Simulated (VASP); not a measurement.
# MgS (Fm-3m) in VASP: further runs

Aim: see how the results for MgS move with the level of theory and the settings. Levels: PBE, r2SCAN. Tasks: single point.

Program: VASP 6.6.1. These are calculated values, not measurements. Logs are shortened: lines on timing, memory, paths and dates and some standing lists are left out, and cuts for length are marked.

**1. The cell of the first run**

The structure is cubic, space group Fm-3m (No. 225). The conventional cell has a = 5.230 Å, b = 5.230 Å, c = 5.230 Å, α = 90.00°, β = 90.00°, γ = 90.00°. Within 3.4 Å of Mg (site symmetry m-3m) lie 6 S at 2.62 Å. Within 3.4 Å of S (site symmetry m-3m) lie 6 Mg at 2.62 Å.

**2. Single point, PBE**

INCAR reads:

```
  PREC = Accurate
  ENCUT = 520
  EDIFF = 1E-6
  ISMEAR = 0
  SIGMA = 0.02
  LREAL = F
  LASPH = T
  NELM = 60
  ALGO = Normal
  ISIF = 2
  LWAVE = F
  LCHARG = F
  GGA = PE
  NBANDS = 11
```

KPOINTS reads:

```
Automatic mesh
0
Gamma
  8 8 8
```

POSCAR reads:

```
MgS
1.0
    0.0000000000      2.6151298944      2.6151298944
    2.6151298944      0.0000000000      2.6151298944
    2.6151298944      2.6151298944      0.0000000000
Mg S
1 1
Direct
    0.0000000000      0.0000000000      0.0000000000
    0.5000000000      0.5000000000      0.5000000000
```

Potentials or basis: VASP PAW PBE potentials, release 64 (Mg, S).

Started as:

```sh
$ cat potpaw_PBE.64/Mg/POTCAR potpaw_PBE.64/S/POTCAR > POTCAR
$ mpirun -np 1 vasp_std > vasp.out
```

OUTCAR:

```text
PREC = Accurate
   ENCUT = 520
   EDIFF = 1E-6
   ISMEAR = 0
   LREAL = F
   LASPH = T
   NELM = 60
   ISIF = 2
   GGA = PE

 ion  position               nearest neighbor table
   1  0.000  0.000  0.000-   2 2.62   2 2.62   2 2.62   2 2.62   2 2.62   2 2.62
   2  0.500  0.500  0.500-   1 2.62   1 2.62   1 2.62   1 2.62   1 2.62   1 2.62

  LATTYP: Found a face centered cubic cell.
 ALAT       =     5.2302597888

  Lattice vectors:

 A1 = (   0.0000000000,   2.6151298944,   2.6151298944)
 A2 = (   2.6151298944,   0.0000000000,   2.6151298944)
 A3 = (   2.6151298944,   2.6151298944,   0.0000000000)

Analysis of symmetry for initial positions (statically):
=====================================================================
 Subroutine PRICEL returns:
 Original cell was already a primitive cell.

 Routine SETGRP: Setting up the symmetry group for a
 face centered cubic supercell.

 Subroutine GETGRP returns: Found 48 space group operations
 (whereof 48 operations were pure point group operations)
 out of a pool of 48 trial point group operations.

The static configuration has the point symmetry O_h .

Analysis of symmetry for dynamics (positions and initial velocities):
=====================================================================
 Subroutine PRICEL returns:
 Original cell was already a primitive cell.

 Routine SETGRP: Setting up the symmetry group for a
 face centered cubic supercell.

 Subroutine GETGRP returns: Found 48 space group operations
 (whereof 48 operations were pure point group operations)
 out of a pool of 48 trial point group operations.

The dynamic configuration has the point symmetry O_h .

 Subroutine INISYM returns: Found 48 space group operations
 (whereof 48 operations are pure point group operations),
 and found     1 'primitive' translations

----------------------------------------------------------------------------------------

                                     Primitive cell

  volume of cell :      35.7692

  direct lattice vectors                    reciprocal lattice vectors
     0.000000000  2.615129894  2.615129894    -0.191195092  0.191195092  0.191195092
     2.615129894  0.000000000  2.615129894     0.191195092 -0.191195092  0.191195092
     2.615129894  2.615129894  0.000000000     0.191195092  0.191195092 -0.191195092

  length of vectors
     3.698352164  3.698352164  3.698352164     0.331159613  0.331159613  0.331159613

  position of ions in fractional coordinates (direct lattice)
     0.000000000  0.000000000  0.000000000
     0.500000000  0.500000000  0.500000000

  ion indices of the primitive-cell ions
   primitive index   ion index
                 1           1
                 2           2

----------------------------------------------------------------------------------------

 KPOINTS: Automatic mesh

Automatic generation of k-mesh.
 Grid dimensions read from file:
 generate k-points for:    8    8    8

 Generating k-lattice:

  Cartesian coordinates                     Fractional coordinates (reciprocal lattice)
    -0.023899386  0.023899386  0.023899386     0.125000000  0.000000000  0.000000000
     0.023899386 -0.023899386  0.023899386     0.000000000  0.125000000  0.000000000
     0.023899386  0.023899386 -0.023899386     0.000000000  0.000000000  0.125000000

  Length of vectors
     0.041394952  0.041394952  0.041394952

  Shift w.r.t. Gamma in fractional coordinates (k-lattice)
     0.000000000  0.000000000  0.000000000

 Subroutine IBZKPT returns following result:
 ===========================================

 Found     29 irreducible k-points:

 Following reciprocal coordinates:
            Coordinates               Weight
  0.000000  0.000000  0.000000      1.000000
  0.125000  0.000000  0.000000      8.000000
  0.250000  0.000000  0.000000      8.000000
  0.375000  0.000000  0.000000      8.000000
  0.500000  0.000000  0.000000      4.000000
  0.125000  0.125000  0.000000      6.000000
[... 16 lines left out ...]
  0.500000  0.250000  0.125000     48.000000
 -0.375000  0.250000  0.125000     24.000000
 [... further k-points ...]
   k-points           NKPTS =     29   k-points in BZ     NKDIM =     29   number of bands    NBANDS=     11
   number of dos      NEDOS =    301   number of ions     NIONS =      2
   total plane-waves  NPLWV =  21952
   dimension x,y,z NGX =    28 NGY =   28 NGZ =   28
   dimension x,y,z NGXF=    56 NGYF=   56 NGZF=   56
   ions per type =               1   1
   NGX,Y,Z   is equivalent  to a cutoff of  12.59, 12.59, 12.59 a.u.
   NGXF,Y,Z  is equivalent  to a cutoff of  25.17, 25.17, 25.17 a.u.
 SYSTEM =  unknown system
   PREC   = accura    normal or accurate (medium, high low for compatibility)
   ISTART =      0    job   : 0-new  1-cont  2-samecut
   ICHARG =      2    charge: 1-file 2-atom 10-const
   ISPIN  =      1    spin polarized calculation?
   LNONCOLLINEAR =      F non collinear calculations
   LSORBIT =      F    spin-orbit coupling
   LASPH  =      T    aspherical Exc in radial PAW
   ENCUT  =  520.0 eV  38.22 Ry    6.18 a.u.   6.88  6.88  6.88*2*pi/ulx,y,z
   NELM   =     60;   NELMIN=  2; NELMDL= -5     # of ELM steps
   EDIFF  = 0.1E-05   stopping-criterion for ELM
   LREAL  =      F    real-space projection
   EDIFFG = 0.1E-04   stopping-criterion for IOM
   NSW    =      0    number of steps for IOM
   IBRION =     -1    ionic relax: 0-MD 1-quasi-New 2-CG
   NFREE  =      0    steps in history (QN), initial steepest desc. (CG)
   ISIF   =      2    stress and relaxation
   ISYM   =      2    0-nonsym 1-usesym 2-fastsym
   POTIM  = 0.5000    time-step for ionic-motion
   TEBEG  =    0.0;   TEEND  =   0.0 temperature during run
   PSTRESS=    0.0 pullay stress
   NELECT =       8.0000    total number of electrons
   NUPDOWN=      -1.0000    fix difference up-down
   EMIN   =  10.00;   EMAX   =-10.00  energy-range for DOS
   EFERMI =   0.00;   METHOD = LEGACY
   ISMEAR =     0;   SIGMA  =   0.02  broadening in eV -4-tet -1-fermi 0-gaus
   EFERMI_NEDOS =   21; number of points for ismear=-14 and -15
   IALGO  =     38    algorithm
   IMIX   =      4    mixing-type and parameters
     AMIX     =   0.40;   BMIX     =  1.00
     AMIX_MAG =   1.60;   BMIX_MAG =  1.00
  volume/ion in A,a.u.               =      17.88       120.69
  Fermi-wavevector in a.u.,A,eV,Ry     =   0.993730  1.877877 13.435733  0.987499
  Thomas-Fermi vector in A             =   2.125632
   LORBIT       =      0    0 simple, 1 ext, 2 COOP (PROOUT), +10 PAW based schemes
   GGA     = PE    functional components
   LHFCALC =     F    Hartree Fock is set to
   AEXX    =    0.0000 exact exchange contribution
   IVDW    =     0    specifies the selected vdW correction
   LEPSILON=     F    determine dielectric tensor
   LRPA    =     F    only Hartree local field effects (RPA)
 non-spin polarized calculation
 Gauss-broadening in eV      SIGMA  =   0.02
  energy-cutoff  :      520.00
  volume of cell :       35.77
 maximum number of plane-waves:       982
   NGX = 13   NGY = 13   NGZ = 13

 number of electron       8.0000000 magnetization

 Free energy of the ion-electron system (eV)
  ---------------------------------------------------
  ext. energy  EPLUGINS =         0.00000000
  ---------------------------------------------------
  free energy    TOTEN  =        -8.50290382 eV

  energy without entropy =       -8.50290382  energy(sigma->0) =       -8.50290382

 E-fermi :   3.7578     XC(G=0):  -9.6245

 val. band max:        3.5881789799   @ k =   0.0000   0.0000   0.0000
 cond. band min:       6.3296775000   @ k =   0.5000   0.5000   0.0000
 fundamental gap:      2.7414985200
 Fermi energy:         3.7577998642

 k-point     1 :       0.0000    0.0000    0.0000
  band No.  band energies     occupation
      1      -8.9915      2.00000
      2       3.5882      2.00000
      3       3.5882      2.00000
      4       3.5882      2.00000
      5       7.1770      0.00000
      6      11.5519      0.00000
      7      11.5519      0.00000
      8      11.5519      0.00000
      9      13.9202      0.00000
     10      13.9202      0.00000
     11      16.0892      0.00000

 k-point     2 :       0.1250    0.0000    0.0000
  band No.  band energies     occupation
      1      -8.8442      2.00000
      2       2.5505      2.00000
      3       3.4905      2.00000
      4       3.4905      2.00000
      5       7.9853      0.00000
      6      11.2215      0.00000
      7      11.7915      0.00000
      8      11.7915      0.00000
      9      13.2741      0.00000
     10      13.2741      0.00000
     11      16.1685      0.00000

 k-point     3 :       0.2500    0.0000    0.0000
  band No.  band energies     occupation
      1      -8.4467      2.00000
      2       0.8199      2.00000
      3       3.2770      2.00000
      4       3.2770      2.00000
      5       8.4885      0.00000
      6      11.3906      0.00000
      7      11.3906      0.00000
      8      11.8052      0.00000
      9      13.8513      0.00000
     10      13.8513      0.00000
     11      15.3732      0.00000

 k-point     4 :       0.3750    0.0000    0.0000
  band No.  band energies     occupation
      1      -7.9638      2.00000
      2      -0.5943      2.00000
      3       3.0886      2.00000
      4       3.0886      2.00000
      5       8.2468      0.00000
      6      10.7229      0.00000
      7      10.7229      0.00000
      8      13.1892      0.00000
      9      15.1029      0.00000
     10      15.7909      0.00000
     11      15.7909      0.00000

 k-point     5 :       0.5000    0.0000    0.0000
  band No.  band energies     occupation
      1      -7.7254      2.00000
      2      -1.1591      2.00000
      3       3.0165      2.00000
      4       3.0165      2.00000
      5       8.1138      0.00000
      6      10.4767      0.00000
      7      10.4767      0.00000
      8      13.5316      0.00000
      9      15.6569      0.00000
     10      17.9146      0.00000
     11      17.9146      0.00000
[... 211 lines left out ...]
 k-point    21 :       0.5000    0.5000    0.0000
  band No.  band energies     occupation
      1      -7.3663      2.00000
      2      -0.5239      2.00000
      3       1.9404      2.00000
      4       1.9404      2.00000
      5       6.3297      0.00000
      6       8.0299      0.00000
      7      15.4397      0.00000
      8      16.3629      0.00000
      9      16.8004      0.00000
     10      16.8004      0.00000
     11      19.3592      0.00000

 k-point    22 :       0.3750    0.2500    0.1250
  band No.  band energies     occupation
      1      -8.1363      2.00000
      2       0.5605      2.00000
      3       2.1690      2.00000
      4       2.9319      2.00000
      5       9.3101      0.00000
      6      10.0932      0.00000
      7      10.6263      0.00000
      8      12.7156      0.00000
      9      13.6819      0.00000
     10      16.4892      0.00000
     11      18.3450      0.00000

 k-point    23 :       0.5000    0.2500    0.1250
  band No.  band energies     occupation
      1      -7.7294      2.00000
      2      -0.2583      2.00000
      3       1.6411      2.00000
      4       2.6257      2.00000
      5       9.1631      0.00000
      6       9.9476      0.00000
      7      11.3652      0.00000
      8      12.5112      0.00000
      9      15.1721      0.00000
     10      17.7562      0.00000
     11      18.3724      0.00000

 k-point    24 :      -0.3750    0.2500    0.1250
  band No.  band energies     occupation
      1      -7.5359      2.00000
      2      -0.6390      2.00000
      3       1.4997      2.00000
      4       2.4674      2.00000
      5       9.1200      0.00000
      6       9.6648      0.00000
      7      11.9560      0.00000
      8      12.9318      0.00000
      9      15.7858      0.00000
     10      16.7543      0.00000
     11      19.0516      0.00000

 [... further k-points ...]

------------------------ aborting loop because EDIFF is reached ----------------------------------------

  FORCE on cell =-STRESS in cart. coord.  units (eV):
  Direction    XX          YY          ZZ          XY          YZ          ZX
  --------------------------------------------------------------------------------------
  -------------------------------------------------------------------------------------
  Total       -0.0705802     -0.0705802     -0.0705802      0.0000000      0.0000000     -0.0000000
  in kB       -3.1614310     -3.1614310     -3.1614310      0.0000000      0.0000000     -0.0000000
  external PRESSURE =      -3.1614310 kB  Pullay stress =       0.0000000 kB

 VOLUME and BASIS-vectors are now :
 -----------------------------------------------------------------------------
  energy-cutoff  :      520.00
  volume of cell :       35.77
      direct lattice vectors                 reciprocal lattice vectors
     0.000000000  2.615129894  2.615129894    -0.191195092  0.191195092  0.191195092
     2.615129894  0.000000000  2.615129894     0.191195092 -0.191195092  0.191195092
     2.615129894  2.615129894  0.000000000     0.191195092  0.191195092 -0.191195092

 POSITION                                       TOTAL-FORCE (eV/Angst)
 -----------------------------------------------------------------------------------
      0.00000      0.00000      0.00000        -0.000000     -0.000000     -0.000000
      2.61513      2.61513      2.61513         0.000000      0.000000      0.000000
 -----------------------------------------------------------------------------------
    total drift:                                0.000000      0.000000      0.000000

  FREE ENERGIE OF THE ION-ELECTRON SYSTEM (eV)
  ---------------------------------------------------
  free  energy   TOTEN  =        -8.5029038241 eV

  energy  without entropy=       -8.5029038241  energy(sigma->0) =       -8.50290382
```

Run time: 7.2 s. Hardware: 1 thread of Intel Xeon Platinum 8488C (Sapphire Rapids), shared host; peak memory 0.15 GiB.

What came out:

```
Free energy            : -8.5029 eV
Pressure               : -0.3 GPa
Band gap on the k mesh : 2.74 eV (least direct gap 3.59 eV)
```

**3. Single point, r2SCAN**

POSCAR is that of step 2.

INCAR.step1 reads:

```
ALGO     = Normal         # electronic algorithm
EDIFF    = 1E-4           # SCF threshold, eV
ENCUT    = 520            # plane-wave cutoff, eV
GGA      = PE             # functional
ISMEAR   = 0              # smearing method
LASPH    = T              # aspherical terms in the spheres
LCHARG   = F              # write CHGCAR
LREAL    = F              # projectors in reciprocal space
LWAVE    = T              # write WAVECAR
NBANDS   = 11             # bands
NELM     = 80             # most SCF steps
PREC     = Accurate       # precision mode
SIGMA    = 0.02           # smearing width, eV
```

INCAR.step2 reads:

```
ALGO     = Normal         # electronic algorithm
EDIFF    = 1E-6           # SCF threshold, eV
ENCUT    = 520            # plane-wave cutoff, eV
ISIF     = 2              # what is computed and relaxed
ISMEAR   = 0              # smearing method
ISTART   = 1            
LASPH    = T              # aspherical terms in the spheres
LCHARG   = F              # write CHGCAR
LMIXTAU  = T            
LREAL    = F              # projectors in reciprocal space
LWAVE    = F              # write WAVECAR
METAGGA  = R2SCAN         # meta-GGA
NBANDS   = 11             # bands
NELM     = 80             # most SCF steps
PREC     = Accurate       # precision mode
SIGMA    = 0.02           # smearing width, eV
```

KPOINTS reads:

```
k-points
0
Gamma
  8 8 8
```

Potentials or basis: VASP PAW PBE potentials, release 64 (Mg, S).

Started as:

```sh
$ cat potpaw_PBE.64/Mg/POTCAR potpaw_PBE.64/S/POTCAR > POTCAR
$ cp INCAR.step1 INCAR
$ mpirun -np 1 vasp_std > vasp.out
$ cp INCAR.step2 INCAR
$ mpirun -np 1 vasp_std > vasp.out
```

It took 40 s on 1 thread of Intel Xeon Platinum 8488C (Sapphire Rapids), shared host; peak memory 0.16 GiB.

The run converged. Its results:

```
Free energy            : -15.5069 eV
Pressure               : -1.7 GPa
Band gap on the k mesh : 3.40 eV (least direct gap 4.48 eV)
```

Levels at points of the mesh, in eV from the valence-band top:
```csv
k point,band 1,band 2,band 3,band 4,band 5,band 6,band 7,band 8
"(0.00, 0.00, 0.00)",-13.09,0.00,0.00,0.00,4.48,8.54,8.54,8.54
"(0.50, 0.00, 0.00)",-11.80,-4.79,-0.60,-0.60,5.19,7.48,7.48,11.06
"(0.50, 0.50, 0.00)",-11.43,-4.19,-1.69,-1.69,3.40,4.97,12.98,13.44
```

Caveat: the PAW data sets were made with another functional, which shifts forces and pressure a little. A k mesh can miss the band edges.
